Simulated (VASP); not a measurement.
A run of VASP 6.6.1 is set up as follows.

Contents of INCAR:

```
SYSTEM = K3Ge
ALGO = Normal
EDIFF = 1E-6
ENCUT = 520
GGA = PS
ISIF = 2
ISMEAR = -1
IVDW = 12
LASPH = .True.
LCHARG = .False.
LREAL = .False.
LWAVE = .False.
NBANDS = 28
NELM = 100
PREC = Accurate
SIGMA = 0.05
```

File KPOINTS:

```
k-points
0
Gamma
  6 6 6
  0 0 0
```

POSCAR

```
K3Ge
1.0
    0.0000000000      4.0793347959      4.0793347959
    4.0793347959      0.0000000000      4.0793347959
    4.0793347959      4.0793347959      0.0000000000
Ge K
1 3
Direct
    0.0000000000      0.0000000000      0.0000000000
    0.5000000000      0.5000000000      0.5000000000
    0.7500000000      0.7500000000      0.7500000000
    0.2500000000      0.2500000000      0.2500000000
```

Potentials or basis: VASP PAW PBE potentials, release 64 (Ge_d, K_sv).

Run with:

```console
$ cat potpaw_PBE.64/Ge_d/POTCAR potpaw_PBE.64/K_sv/POTCAR > POTCAR
$ mpirun -np 1 vasp_std > vasp.out
```

Question: Estimate the dispersion energy per atom.

Answer: -0.244 eV.

Question: Estimate the pressure.

Answer: 0.0 GPa.

Caveat: the PAW data sets were made with another functional, which shifts forces and pressure a little; pairwise dispersion overbinds metals, which lowers pressure and volume.
